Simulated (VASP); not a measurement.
# SrCa in VASP: a series of runs

The runs below take SrCa through single point, with LDA.

All numbers are computed with VASP 6.6.1; they aren't measurements. Logs are shortened: lines on timing, memory, paths and dates and some standing lists are left out, and cuts for length are marked.

**1. The cell of the first run**

The cell holds a slab with vacuum, 4 atoms: a = 4.135 Å, b = 4.135 Å, c = 16.102 Å, α = 90.00°, β = 90.00°, γ = 120.00°.

**2. Single point, LDA**

File INCAR:

```
  PREC = Accurate
  ENCUT = 520
  EDIFF = 1E-6
  ISMEAR = -1
  SIGMA = 0.15
  LREAL = F
  LASPH = T
  NELM = 100
  ALGO = Normal
  ISIF = 2
  LWAVE = F
  LCHARG = F
  LDIPOL = T
  IDIPOL = 3
  DIPOL = 0.5 0.5 0.500
  GGA = CA
  NBANDS = 28
```

File KPOINTS:

```
Automatic mesh
0
Gamma
  5 5 1
```

File POSCAR:

```
SrCa
1.0
    4.1347482800      0.0000000000      0.0000000000
   -2.0673741400      3.5807970600      0.0000000000
    0.0000000000      0.0000000000     16.1024865450
Sr Ca
2 2
Direct
    0.3333333333      0.6666666667      0.3954355433
    0.0000000000      1.0000000000      0.8136933702
    0.0000000000      0.0000000000      0.1863066298
    0.6666666667      0.3333333333      0.6045644567
```

Potentials or basis: VASP PAW LDA potentials, release 64 (Sr_sv, Ca_sv).

On the command line:

```
$ cat potpaw_LDA.64/Sr_sv/POTCAR potpaw_LDA.64/Ca_sv/POTCAR > POTCAR
$ mpirun -np 1 vasp_std > vasp.out
```

OUTCAR:

```text
PREC = Accurate
   ENCUT = 520
   EDIFF = 1E-6
   ISMEAR = -1
   LREAL = F
   LASPH = T
   NELM = 100
   ISIF = 2
   GGA = CA

 ion  position               nearest neighbor table
   1  0.333  0.667  0.395-   4 4.13   4 4.13   3 4.13   3 4.13   4 4.13   3 4.13
   2  0.000  0.000  0.814-   4 4.13   4 4.13   4 4.13
   3  0.000  0.000  0.186-   1 4.13   1 4.13   1 4.13
   4  0.667  0.333  0.605-   1 4.13   1 4.13   2 4.13   2 4.13   1 4.13   2 4.13

  LATTYP: Found a hexagonal cell.
 ALAT       =     4.1347482800
 C/A-ratio  =     3.8944297100

  Lattice vectors:

 A1 = (   4.1347482800,   0.0000000000,   0.0000000000)
 A2 = (  -2.0673741400,   3.5807970600,   0.0000000000)
 A3 = (   0.0000000000,   0.0000000000,  16.1024865450)

Analysis of symmetry for initial positions (statically):
=====================================================================
 Subroutine PRICEL returns:
 Original cell was already a primitive cell.

 Routine SETGRP: Setting up the symmetry group for a
 hexagonal supercell.

 Subroutine GETGRP returns: Found  6 space group operations
 (whereof  6 operations were pure point group operations)
 out of a pool of 24 trial point group operations.

The static configuration has the point symmetry C_3v.

Analysis of symmetry for dynamics (positions and initial velocities):
=====================================================================
 Subroutine PRICEL returns:
 Original cell was already a primitive cell.

 Routine SETGRP: Setting up the symmetry group for a
 hexagonal supercell.

 Subroutine GETGRP returns: Found  6 space group operations
 (whereof  6 operations were pure point group operations)
 out of a pool of 24 trial point group operations.

The dynamic configuration has the point symmetry C_3v.

 Subroutine INISYM returns: Found  6 space group operations
 (whereof  6 operations are pure point group operations),
 and found     1 'primitive' translations

----------------------------------------------------------------------------------------

                                     Primitive cell

  volume of cell :     238.4085

  direct lattice vectors                    reciprocal lattice vectors
     4.134748280  0.000000000  0.000000000     0.241852691  0.139633716  0.000000000
    -2.067374140  3.580797060  0.000000000     0.000000000  0.279267432  0.000000000
     0.000000000  0.000000000 16.102486545     0.000000000  0.000000000  0.062102210

  length of vectors
     4.134748280  4.134748290 16.102486545     0.279267433  0.279267432  0.062102210

  position of ions in fractional coordinates (direct lattice)
     0.333333333  0.666666667  0.395435543
     0.000000000  0.000000000  0.813693370
     0.000000000  0.000000000  0.186306630
     0.666666667  0.333333333  0.604564457

  ion indices of the primitive-cell ions
   primitive index   ion index
                 1           1
                 2           2
                 3           3
                 4           4

----------------------------------------------------------------------------------------

 KPOINTS: Automatic mesh

Automatic generation of k-mesh.
 Grid dimensions read from file:
 generate k-points for:    5    5    1

 Generating k-lattice:

  Cartesian coordinates                     Fractional coordinates (reciprocal lattice)
     0.048370538  0.027926743  0.000000000     0.200000000  0.000000000  0.000000000
     0.000000000  0.055853486  0.000000000     0.000000000  0.200000000  0.000000000
     0.000000000  0.000000000  0.062102210     0.000000000  0.000000000  1.000000000

  Length of vectors
     0.055853487  0.055853486  0.062102210

  Shift w.r.t. Gamma in fractional coordinates (k-lattice)
     0.000000000  0.000000000  0.000000000

 Subroutine IBZKPT returns following result:
 ===========================================

 Found      5 irreducible k-points:

 Following reciprocal coordinates:
            Coordinates               Weight
  0.000000  0.000000  0.000000      1.000000
  0.200000  0.000000  0.000000      6.000000
  0.400000 -0.000000  0.000000      6.000000
  0.200000  0.200000  0.000000      6.000000
  0.400000  0.200000  0.000000      6.000000
   k-points           NKPTS =      5   k-points in BZ     NKDIM =      5   number of bands    NBANDS=     28
   number of dos      NEDOS =    301   number of ions     NIONS =      4
   total plane-waves  NPLWV = 122880
   dimension x,y,z NGX =    32 NGY =   32 NGZ =  120
   dimension x,y,z NGXF=    64 NGYF=   64 NGZF=  240
   ions per type =               2   2
   NGX,Y,Z   is equivalent  to a cutoff of  12.87, 12.87, 12.39 a.u.
   NGXF,Y,Z  is equivalent  to a cutoff of  25.73, 25.73, 24.78 a.u.
 SYSTEM =  unknown system
   PREC   = accura    normal or accurate (medium, high low for compatibility)
   ISTART =      0    job   : 0-new  1-cont  2-samecut
   ICHARG =      2    charge: 1-file 2-atom 10-const
   ISPIN  =      1    spin polarized calculation?
   LNONCOLLINEAR =      F non collinear calculations
   LSORBIT =      F    spin-orbit coupling
   LASPH  =      T    aspherical Exc in radial PAW
   ENCUT  =  520.0 eV  38.22 Ry    6.18 a.u.   7.69  7.69 29.94*2*pi/ulx,y,z
   NELM   =    100;   NELMIN=  2; NELMDL= -5     # of ELM steps
   EDIFF  = 0.1E-05   stopping-criterion for ELM
   LREAL  =      F    real-space projection
   EDIFFG = 0.1E-04   stopping-criterion for IOM
   NSW    =      0    number of steps for IOM
   IBRION =     -1    ionic relax: 0-MD 1-quasi-New 2-CG
   NFREE  =      0    steps in history (QN), initial steepest desc. (CG)
   ISIF   =      2    stress and relaxation
   ISYM   =      2    0-nonsym 1-usesym 2-fastsym
   POTIM  = 0.5000    time-step for ionic-motion
   TEBEG  =    0.0;   TEEND  =   0.0 temperature during run
   PSTRESS=    0.0 pullay stress
   NELECT =      40.0000    total number of electrons
   NUPDOWN=      -1.0000    fix difference up-down
   EMIN   =  10.00;   EMAX   =-10.00  energy-range for DOS
   EFERMI =   0.00;   METHOD = LEGACY
   ISMEAR =    -1;   SIGMA  =   0.15  broadening in eV -4-tet -1-fermi 0-gaus
   EFERMI_NEDOS =   21; number of points for ismear=-14 and -15
   IALGO  =     38    algorithm
   IMIX   =      4    mixing-type and parameters
     AMIX     =   0.40;   BMIX     =  1.00
     AMIX_MAG =   1.60;   BMIX_MAG =  1.00
  volume/ion in A,a.u.               =      59.60       402.21
  Fermi-wavevector in a.u.,A,eV,Ry     =   0.902930  1.706291 11.092602  0.815283
  Thomas-Fermi vector in A             =   2.026194
   LORBIT       =      0    0 simple, 1 ext, 2 COOP (PROOUT), +10 PAW based schemes
   GGA     = CA    functional components
   LHFCALC =     F    Hartree Fock is set to
   AEXX    =    0.0000 exact exchange contribution
   IVDW    =     0    specifies the selected vdW correction
   LEPSILON=     F    determine dielectric tensor
   LRPA    =     F    only Hartree local field effects (RPA)
 non-spin polarized calculation
  energy-cutoff  :      520.00
  volume of cell :      238.41
 maximum number of plane-waves:      6461
 NGX is ok and might be reduce to    32
   NGX = 15   NGY = 15   NGZ = 59

 dipolmoment           0.000000      0.000000      0.002710 electrons x Angstroem

 number of electron      40.0000000 magnetization

 dipolmoment           0.000000      0.000000     -0.024500 electrons x Angstroem

 Free energy of the ion-electron system (eV)
  ---------------------------------------------------
  ext. energy  EPLUGINS =         0.00000000
  ---------------------------------------------------
  free energy    TOTEN  =        -7.41375296 eV

  energy without entropy =       -6.97056151  energy(sigma->0) =       -7.19215723

 E-fermi :   0.7843     XC(G=0):  -6.9612

 val. band max:        0.7450841009   @ k =   0.2000   0.0000   0.0000
 cond. band min:       0.8462402249   @ k =   0.2000   0.2000   0.0000
 fundamental gap:      0.1011561240
 Fermi energy:         0.7843170540

 k-point     1 :       0.0000    0.0000    0.0000
  band No.  band energies     occupation
      1     -41.4059      2.00000
      2     -41.0212      2.00000
      3     -35.7621      2.00000
      4     -35.4254      2.00000
      5     -22.7106      2.00000
      6     -22.6139      2.00000
      7     -22.6139      2.00000
      8     -22.3042      2.00000
      9     -22.2551      2.00000
     10     -22.2551      2.00000
     11     -17.8807      2.00000
     12     -17.7215      2.00000
     13     -17.7215      2.00000
     14     -17.5175      2.00000
     15     -17.4159      2.00000
     16     -17.4159      2.00000
     17      -2.7760      2.00000
     18      -2.2417      2.00000
     19      -1.6483      2.00000
     20      -0.6221      1.99983
     21       0.5887      1.57294
     22       1.5295      0.01382
     23       1.8950      0.00122
     24       2.6889      0.00001
     25       2.6895      0.00001
     26       2.6933      0.00001
     27       2.7883      0.00000
     28       2.8903      0.00000

 k-point     2 :       0.2000    0.0000    0.0000
  band No.  band energies     occupation
      1     -41.4045      2.00000
      2     -41.0197      2.00000
      3     -35.7570      2.00000
      4     -35.4202      2.00000
      5     -22.7081      2.00000
      6     -22.6337      2.00000
      7     -22.6188      2.00000
      8     -22.3015      2.00000
      9     -22.2754      2.00000
     10     -22.2601      2.00000
     11     -17.8707      2.00000
     12     -17.7949      2.00000
     13     -17.7387      2.00000
     14     -17.5069      2.00000
     15     -17.4907      2.00000
     16     -17.4334      2.00000
     17      -2.2177      2.00000
     18      -1.6999      2.00000
     19      -1.1189      1.99999
     20      -0.0617      1.99292
     21       0.7451      1.13004
     22       1.6112      0.00804
     23       1.8258      0.00193
     24       2.1936      0.00017
     25       2.2618      0.00011
     26       2.3089      0.00008
     27       2.4725      0.00003
     28       2.9268      0.00000

 k-point     3 :       0.4000   -0.0000    0.0000
  band No.  band energies     occupation
      1     -41.4021      2.00000
      2     -41.0173      2.00000
      3     -35.7488      2.00000
      4     -35.4118      2.00000
      5     -22.7041      2.00000
      6     -22.6654      2.00000
      7     -22.6267      2.00000
      8     -22.3080      2.00000
      9     -22.2971      2.00000
     10     -22.2682      2.00000
     11     -17.9106      2.00000
     12     -17.8543      2.00000
     13     -17.7665      2.00000
     14     -17.6085      2.00000
     15     -17.4896      2.00000
     16     -17.4616      2.00000
     17      -0.8074      1.99995
     18      -0.4176      1.99934
     19       0.0448      1.98565
     20       0.7133      1.23224
     21       0.9767      0.43412
     22       1.1432      0.16750
     23       1.3777      0.03756
     24       1.4623      0.02154
     25       1.7573      0.00304
     26       1.9237      0.00100
     27       2.2112      0.00015
     28       2.6930      0.00001

 k-point     4 :       0.2000    0.2000    0.0000
  band No.  band energies     occupation
      1     -41.4026      2.00000
      2     -41.0178      2.00000
      3     -35.7504      2.00000
      4     -35.4134      2.00000
      5     -22.7048      2.00000
      6     -22.6543      2.00000
      7     -22.6303      2.00000
      8     -22.2979      2.00000
      9     -22.2966      2.00000
     10     -22.2719      2.00000
     11     -17.8699      2.00000
     12     -17.8575      2.00000
     13     -17.7806      2.00000
     14     -17.5671      2.00000
     15     -17.4929      2.00000
     16     -17.4760      2.00000
     17      -1.2109      2.00000
     18      -0.7573      1.99993
     19      -0.1897      1.99698
     20       0.8462      0.79647
     21       0.9965      0.39100
     22       1.4526      0.02298
     23       1.5543      0.01173
     24       1.6068      0.00828
     25       1.7836      0.00255
     26       1.8701      0.00144
     27       2.1696      0.00020
     28       2.8231      0.00000

 k-point     5 :       0.4000    0.2000    0.0000
  band No.  band energies     occupation
      1     -41.4014      2.00000
      2     -41.0166      2.00000
      3     -35.7463      2.00000
      4     -35.4092      2.00000
      5     -22.7028      2.00000
      6     -22.6641      2.00000
      7     -22.6402      2.00000
      8     -22.3067      2.00000
      9     -22.2957      2.00000
     10     -22.2821      2.00000
     11     -17.9053      2.00000
     12     -17.8493      2.00000
     13     -17.8168      2.00000
     14     -17.6030      2.00000
     15     -17.5129      2.00000
     16     -17.4843      2.00000
     17       0.2209      1.95433
     18       0.3558      1.89133
     19       0.5673      1.61903
     20       0.6447      1.43451
     21       0.9863      0.41286
     22       1.2166      0.10614
     23       1.3412      0.04766
     24       1.5272      0.01403
     25       1.6580      0.00589
     26       1.8462      0.00168
     27       1.9488      0.00085
     28       2.2943      0.00008

------------------------ aborting loop because EDIFF is reached ----------------------------------------

 vacuum level on the upper side and lower side of the slab       (xc-potential included)        -3.739        -3.380

  FORCE on cell =-STRESS in cart. coord.  units (eV):
  Direction    XX          YY          ZZ          XY          YZ          ZX
  --------------------------------------------------------------------------------------
  -------------------------------------------------------------------------------------
  Total       -2.2737677     -2.2737677     -2.8198741      0.0000000      0.0000000     -0.0000000
  in kB      -15.2804077    -15.2804078    -18.9504084      0.0000000      0.0000000     -0.0000000
  external PRESSURE =     -16.5037413 kB  Pullay stress =       0.0000000 kB

 VOLUME and BASIS-vectors are now :
 -----------------------------------------------------------------------------
  energy-cutoff  :      520.00
  volume of cell :      238.41
      direct lattice vectors                 reciprocal lattice vectors
     4.134748280  0.000000000  0.000000000     0.241852691  0.139633716  0.000000000
    -2.067374140  3.580797060  0.000000000     0.000000000  0.279267432  0.000000000
     0.000000000  0.000000000 16.102486545     0.000000000  0.000000000  0.062102210

 POSITION                                       TOTAL-FORCE (eV/Angst)
 -----------------------------------------------------------------------------------
     -0.00000      2.38720      6.36750        -0.000000     -0.000000     -0.075590
      0.00000      0.00000     13.10249         0.000000     -0.000000     -0.136498
      0.00000      0.00000      3.00000         0.000000      0.000000      0.132704
      2.06737      1.19360      9.73499         0.000000     -0.000000      0.079384
 -----------------------------------------------------------------------------------
    total drift:                               -0.000000      0.000000     -0.030897

  FREE ENERGIE OF THE ION-ELECTRON SYSTEM (eV)
  ---------------------------------------------------
  free  energy   TOTEN  =        -7.4137529564 eV

  energy  without entropy=       -6.9705615083  energy(sigma->0) =       -7.19215723

 vacuum level on the upper side and lower side of the slab         0.318         0.688
```

It took 57 s on 1 thread of Intel Xeon Platinum 8375C at 2.90GHz (Ice Lake), shared host; peak memory 0.28 GiB.

What came out:

- Free energy: -7.4138 eV
- Largest force: 0.136 eV/Å
- Band gap on the k mesh: zero (band 20 reaches 0.85 eV, above the bottom of band 21 at 0.59 eV)

Forces in eV/Å, atoms in the order of the input:
```
Sr   0.000  0.000 -0.076
Sr   0.000  0.000 -0.136
Ca   0.000  0.000  0.133
Ca   0.000  0.000  0.079
```

(Part 1 of 2 ends here.)
